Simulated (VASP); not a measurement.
# Zn (P6_3/mmc) in VASP: further runs

Zn is run at these levels: PBE; tasks: single point, relaxation of shape and atoms at fixed volume.

Everything below comes from runs of VASP 6.6.1. Logs are shortened: lines on timing, memory, paths and dates and some standing lists are left out, and cuts for length are marked.

### 1 The cell of the first run

Symmetry: P6_3/mmc, No. 194, hexagonal system. Conventional cell: a = 2.593 Å, b = 2.593 Å, c = 4.659 Å, α = 90.00°, β = 90.00°, γ = 120.00°. Zn (site symmetry -6m2) has 12 Zn at 2.59 to 2.77 Å within 3.4 Å.

### 2 Single point, PBE (volume scaled by 0.9)

File INCAR:

```
ALGO = Normal
EDIFF = 1E-6
ENCUT = 520
GGA = PE
ISIF = 2
ISMEAR = -1
LASPH = T
LCHARG = F
LREAL = F
LWAVE = F
NBANDS = 19
NELM = 60
PREC = Accurate
SIGMA = 0.05
```

File KPOINTS:

```
k-points
0
Gamma
  16 16 9
```

File POSCAR:

```
Zn
1.0
    2.5929592875      0.0000000000      0.0000000000
   -1.2964796437      2.2455686139      0.0000000000
    0.0000000000      0.0000000000      4.6586743027
Zn
2
Direct
    0.3333333333      0.6666666667      0.2500000000
    0.6666666667      0.3333333333      0.7500000000
```

Potentials or basis: VASP PAW PBE potentials, release 64 (Zn).

Launch:

```
$ cat potpaw_PBE.64/Zn/POTCAR > POTCAR
$ mpirun -np 1 vasp_std > vasp.out
```

OUTCAR:

```text
EDIFF = 1E-6
   ENCUT = 520
   GGA = PE
   ISIF = 2
   ISMEAR = -1
   LASPH = T
   LREAL = F
   NELM = 60
   PREC = Accurate

 ion  position               nearest neighbor table
   1  0.333  0.667  0.250-   2 2.77   2 2.77   2 2.77   2 2.77   2 2.77   2 2.77
   2  0.667  0.333  0.750-   1 2.77   1 2.77   1 2.77   1 2.77   1 2.77   1 2.77

  LATTYP: Found a hexagonal cell.
 ALAT       =     2.5929592875
 C/A-ratio  =     1.7966631120

  Lattice vectors:

 A1 = (   2.5929592875,   0.0000000000,   0.0000000000)
 A2 = (  -1.2964796437,   2.2455686139,   0.0000000000)
 A3 = (   0.0000000000,   0.0000000000,   4.6586743027)

Analysis of symmetry for initial positions (statically):
=====================================================================
 Subroutine PRICEL returns:
 Original cell was already a primitive cell.

 Routine SETGRP: Setting up the symmetry group for a
 hexagonal supercell.

 Subroutine GETGRP returns: Found 24 space group operations
 (whereof 12 operations were pure point group operations)
 out of a pool of 24 trial point group operations.

The static configuration has the point symmetry D_3d.
 The point group associated with its full space group is D_6h.

Analysis of symmetry for dynamics (positions and initial velocities):
=====================================================================
 Subroutine PRICEL returns:
 Original cell was already a primitive cell.

 Routine SETGRP: Setting up the symmetry group for a
 hexagonal supercell.

 Subroutine GETGRP returns: Found 24 space group operations
 (whereof 12 operations were pure point group operations)
 out of a pool of 24 trial point group operations.

The dynamic configuration has the point symmetry D_3d.
 The point group associated with its full space group is D_6h.

 Subroutine INISYM returns: Found 24 space group operations
 (whereof 12 operations are pure point group operations),
 and found     1 'primitive' translations

----------------------------------------------------------------------------------------

                                     Primitive cell

  volume of cell :      27.1259

  direct lattice vectors                    reciprocal lattice vectors
     2.592959287  0.000000000  0.000000000     0.385659738  0.222660754  0.000000000
    -1.296479644  2.245568614  0.000000000     0.000000000  0.445321507  0.000000000
     0.000000000  0.000000000  4.658674303     0.000000000  0.000000000  0.214653340

  length of vectors
     2.592959287  2.592959287  4.658674303     0.445321507  0.445321507  0.214653340

  position of ions in fractional coordinates (direct lattice)
     0.333333333  0.666666667  0.250000000
     0.666666667  0.333333333  0.750000000

  ion indices of the primitive-cell ions
   primitive index   ion index
                 1           1
                 2           2

----------------------------------------------------------------------------------------

 KPOINTS: k-points

Automatic generation of k-mesh.
 Grid dimensions read from file:
 generate k-points for:   16   16    9

 Generating k-lattice:

  Cartesian coordinates                     Fractional coordinates (reciprocal lattice)
     0.024103734  0.013916297  0.000000000     0.062500000 -0.000000000  0.000000000
     0.000000000  0.027832594  0.000000000     0.000000000  0.062500000  0.000000000
     0.000000000  0.000000000  0.023850371     0.000000000  0.000000000  0.111111111

  Length of vectors
     0.027832594  0.027832594  0.023850371

  Shift w.r.t. Gamma in fractional coordinates (k-lattice)
     0.000000000  0.000000000  0.000000000

 Subroutine IBZKPT returns following result:
 ===========================================

 Found    150 irreducible k-points:

 Following reciprocal coordinates:
            Coordinates               Weight
  0.000000  0.000000  0.000000      1.000000
  0.062500  0.000000  0.000000      6.000000
  0.125000  0.000000  0.000000      6.000000
  0.187500 -0.000000  0.000000      6.000000
  0.250000  0.000000  0.000000      6.000000
  0.312500  0.000000  0.000000      6.000000
[... 16 lines left out ...]
  0.187500  0.187500  0.000000      6.000000
  0.250000  0.187500  0.000000     12.000000
 [... further k-points ...]
   k-points           NKPTS =    150   k-points in BZ     NKDIM =    150   number of bands    NBANDS=     19
   number of dos      NEDOS =    301   number of ions     NIONS =      2
   total plane-waves  NPLWV =  14400
   dimension x,y,z NGX =    20 NGY =   20 NGZ =   36
   dimension x,y,z NGXF=    40 NGYF=   40 NGZF=   72
   ions per type =               2
   NGX,Y,Z   is equivalent  to a cutoff of  12.82, 12.82, 12.85 a.u.
   NGXF,Y,Z  is equivalent  to a cutoff of  25.65, 25.65, 25.69 a.u.
 SYSTEM =  unknown system
   PREC   = accura    normal or accurate (medium, high low for compatibility)
   ISTART =      0    job   : 0-new  1-cont  2-samecut
   ICHARG =      2    charge: 1-file 2-atom 10-const
   ISPIN  =      1    spin polarized calculation?
   LNONCOLLINEAR =      F non collinear calculations
   LSORBIT =      F    spin-orbit coupling
   LASPH  =      T    aspherical Exc in radial PAW
   ENCUT  =  520.0 eV  38.22 Ry    6.18 a.u.   4.82  4.82  8.66*2*pi/ulx,y,z
   NELM   =     60;   NELMIN=  2; NELMDL= -5     # of ELM steps
   EDIFF  = 0.1E-05   stopping-criterion for ELM
   LREAL  =      F    real-space projection
   EDIFFG = 0.1E-04   stopping-criterion for IOM
   NSW    =      0    number of steps for IOM
   IBRION =     -1    ionic relax: 0-MD 1-quasi-New 2-CG
   NFREE  =      0    steps in history (QN), initial steepest desc. (CG)
   ISIF   =      2    stress and relaxation
   ISYM   =      2    0-nonsym 1-usesym 2-fastsym
   POTIM  = 0.5000    time-step for ionic-motion
   TEBEG  =    0.0;   TEEND  =   0.0 temperature during run
   PSTRESS=    0.0 pullay stress
   NELECT =      24.0000    total number of electrons
   NUPDOWN=      -1.0000    fix difference up-down
   EMIN   =  10.00;   EMAX   =-10.00  energy-range for DOS
   EFERMI =   0.00;   METHOD = LEGACY
   ISMEAR =    -1;   SIGMA  =   0.05  broadening in eV -4-tet -1-fermi 0-gaus
   EFERMI_NEDOS =   21; number of points for ismear=-14 and -15
   IALGO  =     38    algorithm
   IMIX   =      4    mixing-type and parameters
     AMIX     =   0.40;   BMIX     =  1.00
     AMIX_MAG =   1.60;   BMIX_MAG =  1.00
  volume/ion in A,a.u.               =      13.56        91.53
  Fermi-wavevector in a.u.,A,eV,Ry     =   1.571631  2.969951 33.606696  2.470022
  Thomas-Fermi vector in A             =   2.673186
   LORBIT       =      0    0 simple, 1 ext, 2 COOP (PROOUT), +10 PAW based schemes
   GGA     = PE    functional components
   LHFCALC =     F    Hartree Fock is set to
   AEXX    =    0.0000 exact exchange contribution
   IVDW    =     0    specifies the selected vdW correction
   LEPSILON=     F    determine dielectric tensor
   LRPA    =     F    only Hartree local field effects (RPA)
 non-spin polarized calculation
  energy-cutoff  :      520.00
  volume of cell :       27.13
 maximum number of plane-waves:       748
 NGX is ok and might be reduce to    20
   NGX =  9   NGY =  9   NGZ = 17

 number of electron      23.9999984 magnetization

 Free energy of the ion-electron system (eV)
  ---------------------------------------------------
  ext. energy  EPLUGINS =         0.00000000
  ---------------------------------------------------
  free energy    TOTEN  =        -2.13263223 eV

  energy without entropy =       -2.13149722  energy(sigma->0) =       -2.13206473

 E-fermi :   4.0803     XC(G=0): -12.1704

 val. band max:        4.0425893062   @ k =   0.3750   0.0625   0.0000
 cond. band min:       4.1383203767   @ k =   0.3750  -0.0000   0.0000
 fundamental gap:      0.0957310705
 Fermi energy:         4.0803054907

 k-point     1 :       0.0000    0.0000    0.0000
  band No.  band energies     occupation
      1      -7.3709      2.00000
      2      -5.1227      2.00000
      3      -4.2446      2.00000
      4      -4.0132      2.00000
      5      -4.0132      2.00000
      6      -3.9398      2.00000
[... 11 lines left out ...]
     18      23.9635      0.00000
     19      23.9645      0.00000

 k-point     2 :       0.0625    0.0000    0.0000
  band No.  band energies     occupation
      1      -7.2486      2.00000
      2      -5.0674      2.00000
      3      -4.2343      2.00000
      4      -4.0238      2.00000
      5      -3.9816      2.00000
      6      -3.9542      2.00000
[... 11 lines left out ...]
     18      23.7665      0.00000
     19      25.1953      0.00000

 k-point     3 :       0.1250    0.0000    0.0000
  band No.  band energies     occupation
      1      -6.8876      2.00000
      2      -4.9198      2.00000
      3      -4.2211      2.00000
      4      -4.0431      2.00000
      5      -3.9744      2.00000
      6      -3.8906      2.00000
[... 11 lines left out ...]
     18      22.8848      0.00000
     19      23.9015      0.00000

 k-point     4 :       0.1875   -0.0000    0.0000
  band No.  band energies     occupation
      1      -6.3130      2.00000
      2      -4.7466      2.00000
      3      -4.2188      2.00000
      4      -4.0830      2.00000
      5      -3.9719      2.00000
      6      -3.9030      2.00000
[... 11 lines left out ...]
     18      20.8558      0.00000
     19      21.7104      0.00000

 k-point     5 :       0.2500    0.0000    0.0000
  band No.  band energies     occupation
      1      -5.6101      2.00000
      2      -4.6710      2.00000
      3      -4.2088      2.00000
      4      -4.1398      2.00000
      5      -4.0982      2.00000
      6      -3.7762      2.00000
[... 11 lines left out ...]
     18      20.0969      0.00000
     19      22.3314      0.00000
[... 334 lines left out ...]
      2      -4.6455      2.00000
      3      -4.5919      2.00000
      4      -4.0125      2.00000
      5      -3.9142      2.00000
      6      -3.8648      2.00000
[... 11 lines left out ...]
     18      17.7270      0.00000
     19      18.5396      0.00000

 k-point    22 :       0.4375    0.1250    0.0000
  band No.  band energies     occupation
      1      -4.7693      2.00000
      2      -4.6536      2.00000
      3      -4.6147      2.00000
      4      -4.0051      2.00000
      5      -3.9481      2.00000
      6      -3.8406      2.00000
[... 11 lines left out ...]
     18      17.5933      0.00000
     19      18.4291      0.00000

 k-point    23 :       0.1875    0.1875    0.0000
  band No.  band energies     occupation
      1      -4.7355      2.00000
      2      -4.4220      2.00000
      3      -4.3744      2.00000
      4      -4.3723      2.00000
      5      -4.0422      2.00000
      6      -3.9934      2.00000
[... 11 lines left out ...]
     18      17.0199      0.00000
     19      18.0261      0.00000

 k-point    24 :       0.2500    0.1875    0.0000
  band No.  band energies     occupation
      1      -4.5141      2.00000
      2      -4.4780      2.00000
      3      -4.4722      2.00000
      4      -4.1600      2.00000
      5      -4.0407      2.00000
      6      -3.9609      2.00000
[... 11 lines left out ...]
     18      16.1940      0.00000
     19      17.0338      0.00000

 [... further k-points ...]
[... 5 lines left out ...]
  --------------------------------------------------------------------------------------
  -------------------------------------------------------------------------------------
  Total        1.7892895      1.7892895      1.7661047      0.0000000      0.0000000      0.0000000
  in kB      105.6834108    105.6834108    104.3140145      0.0000000      0.0000000      0.0000000
  external PRESSURE =     105.2269453 kB  Pullay stress =       0.0000000 kB

 VOLUME and BASIS-vectors are now :
 -----------------------------------------------------------------------------
  energy-cutoff  :      520.00
  volume of cell :       27.13
      direct lattice vectors                 reciprocal lattice vectors
     2.592959287  0.000000000  0.000000000     0.385659738  0.222660754  0.000000000
    -1.296479644  2.245568614  0.000000000     0.000000000  0.445321507  0.000000000
     0.000000000  0.000000000  4.658674303     0.000000000  0.000000000  0.214653340

 POSITION                                       TOTAL-FORCE (eV/Angst)
 -----------------------------------------------------------------------------------
     -0.00000      1.49705      1.16467        -0.000000      0.000000      0.000000
      1.29648      0.74852      3.49401         0.000000     -0.000000      0.000000
 -----------------------------------------------------------------------------------
    total drift:                                0.000000     -0.000000      0.000000

  FREE ENERGIE OF THE ION-ELECTRON SYSTEM (eV)
  ---------------------------------------------------
  free  energy   TOTEN  =        -2.1326322289 eV

  energy  without entropy=       -2.1314972218  energy(sigma->0) =       -2.13206473
```

It took 36 s on 1 thread of Intel Xeon 6975P-C, shared host; peak memory 0.18 GiB.

Results:

```
Free energy            : -2.1326 eV
Pressure               : 10.5 GPa
Band gap on the k mesh : zero (band 12 reaches 5.61 eV, above the bottom of band 13 at 1.45 eV)
```

Caveat: the cell differs from its parent crystal (volume scaled by 0.9).

### 3 Single point, PBE

This run uses another cell than the first one, of 15.07 Å³/atom, 1.111 times its volume.

File INCAR:

```
PREC     = Accurate       # precision mode
ENCUT    = 520            # plane-wave cutoff, eV
EDIFF    = 1E-6           # SCF threshold, eV
ISMEAR   = -1             # smearing method
SIGMA    = 0.05           # smearing width, eV
LREAL    = False          # projectors in reciprocal space
LASPH    = True           # aspherical terms in the spheres
NELM     = 100            # most SCF steps
ALGO     = Normal         # electronic algorithm
ISIF     = 2              # what is computed and relaxed
LWAVE    = False          # write WAVECAR
LCHARG   = True           # write CHGCAR
GGA      = PE             # functional
LELF     = True           # ELF
LVHAR    = True         
NBANDS   = 19             # bands
```

File KPOINTS:

```
Automatic mesh
0
Gamma
  16 16 9
```

File POSCAR:

```
Zn
1.0
    2.6670622094      0.0000000000      0.0000000000
   -1.3335311047      2.3097436268      0.0000000000
    0.0000000000      0.0000000000      4.8926589531
Zn
2
Direct
    0.3333333333      0.6666666667      0.2500000000
    0.6666666667      0.3333333333      0.7500000000
```

Potentials or basis: VASP PAW PBE potentials, release 64 (Zn).

Launch:

```
$ cat potpaw_PBE.64/Zn/POTCAR > POTCAR
$ mpirun -np 1 vasp_std > vasp.out
```

OUTCAR:

```text
PREC = Accurate
   ENCUT = 520
   EDIFF = 1E-6
   ISMEAR = -1
   LREAL = False
   LASPH = True
   NELM = 100
   ISIF = 2
   GGA = PE

 ion  position               nearest neighbor table
   1  0.333  0.667  0.250-   2 2.89   2 2.89   2 2.89   2 2.89   2 2.89   2 2.89
   2  0.667  0.333  0.750-   1 2.89   1 2.89   1 2.89   1 2.89   1 2.89   1 2.89

  LATTYP: Found a hexagonal cell.
 ALAT       =     2.6670622094
 C/A-ratio  =     1.8344750024

  Lattice vectors:

 A1 = (   2.6670622094,   0.0000000000,   0.0000000000)
[... 192 lines left out ...]
      5      -4.5229      2.00000
      6      -4.4691      2.00000
[... 505 lines left out ...]
      6      -4.4726      2.00000
[... 11 lines left out ...]
     18      14.3417      0.00000
     19      15.6650      0.00000

 [... further k-points ...]
[... 5 lines left out ...]
  --------------------------------------------------------------------------------------
  -------------------------------------------------------------------------------------
  Total        0.0753516      0.0753516      0.0350319      0.0000000     -0.0000000      0.0000000
  in kB        4.0055391      4.0055391      1.8622244      0.0000000     -0.0000000      0.0000000
  external PRESSURE =       3.2911009 kB  Pullay stress =       0.0000000 kB

 VOLUME and BASIS-vectors are now :
 -----------------------------------------------------------------------------
  energy-cutoff  :      520.00
  volume of cell :       30.14
      direct lattice vectors                 reciprocal lattice vectors
     2.667062209  0.000000000  0.000000000     0.374944385  0.216474242  0.000000000
    -1.333531105  2.309743627  0.000000000     0.000000000  0.432948483  0.000000000
     0.000000000  0.000000000  4.892658953     0.000000000  0.000000000  0.204387841

 POSITION                                       TOTAL-FORCE (eV/Angst)
 -----------------------------------------------------------------------------------
     -0.00000      1.53983      1.22316        -0.000000      0.000000      0.000000
      1.33353      0.76991      3.66949         0.000000     -0.000000      0.000000
 -----------------------------------------------------------------------------------
    total drift:                               -0.000000      0.000000      0.000000

  FREE ENERGIE OF THE ION-ELECTRON SYSTEM (eV)
  ---------------------------------------------------
  free  energy   TOTEN  =        -2.2238058697 eV

  energy  without entropy=       -2.2219747319  energy(sigma->0) =       -2.22289030
```

OSZICAR:

```text
N       E                     dE             d eps       ncg     rms          rms(c)
DAV:   1     0.114226140504E+03    0.11423E+03   -0.12298E+04  5900   0.199E+03
DAV:   2     0.283655988871E+01   -0.11139E+03   -0.10747E+03  5732   0.298E+02
DAV:   3    -0.240583374899E+01   -0.52424E+01   -0.52220E+01  6325   0.711E+01
DAV:   4    -0.243680517233E+01   -0.30971E-01   -0.30964E-01  6303   0.566E+00
DAV:   5    -0.243684481888E+01   -0.39647E-04   -0.39646E-04  6233   0.184E-01    0.403E+00
DAV:   6    -0.223735074582E+01    0.19949E+00   -0.78084E-01  6327   0.187E+01    0.304E+00
DAV:   7    -0.222826640748E+01    0.90843E-02   -0.26568E-02  7195   0.273E+00    0.156E+00
DAV:   8    -0.222379419755E+01    0.44722E-02   -0.17432E-03  7810   0.633E-01    0.468E-02
DAV:   9    -0.222380261843E+01   -0.84209E-05   -0.21787E-04  7729   0.188E-01    0.354E-02
DAV:  10    -0.222380606023E+01   -0.34418E-05   -0.20832E-05  6092   0.519E-02    0.297E-03
DAV:  11    -0.222380586974E+01    0.19049E-06   -0.85888E-08  3701   0.430E-03
   1 F= -.22238059E+01 E0= -.22228903E+01  d E =-.183114E-02
```

It took 2.2 min on 1 thread of AMD EPYC, shared host; peak memory 0.16 GiB.

Results:

```
Free energy            : -2.2238 eV
Pressure               : 0.3 GPa
Band gap on the k mesh : zero (band 12 reaches 4.55 eV, above the bottom of band 13 at 0.28 eV)
```

(Continued in part 2 of 2.)
